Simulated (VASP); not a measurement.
Crystal: CaO.

```xyz
2
Lattice="0.0754 2.4010 2.4010 2.4010 0.0754 2.4010 2.4010 2.4010 0.0754" Properties=species:S:1:pos:R:3 pbc="T T T"
Ca    0.0000    0.0000    0.0000
O     2.4387    2.4387    2.4387
```

This cell differs from its parent crystal: epitaxial 111 strain -3.0%.

Base run:

| Quantity | Value |
| --- | --- |
| Program | VASP 6.6.1 |
| Functional | PBE |
| Potentials or basis | VASP PAW PBE potentials, release 64 (Ca_sv, O) |
| Cutoff | 520 eV |
| k mesh | 10 × 10 × 10 |
| Occupations | fermi-dirac, width 0.02 eV |
| Spin | no spin polarisation |

Its results: band gap on the k mesh 3.54 eV, indirect (least direct gap 3.89 eV); pressure 8.7 GPa.

Q: The run is repeated on the same cell with these changes: functional from PBE to r2SCAN; occupations from fermi-dirac, width 0.02 eV to gaussian, width 0.01 eV. What comes out?

A: Band gap on the k mesh 4.09 eV, indirect (least direct gap 4.44 eV); pressure 6.8 GPa.

Caveats: the PAW data sets were made with another functional, which shifts forces and pressure a little (some runs).

A k mesh can miss the band edges.
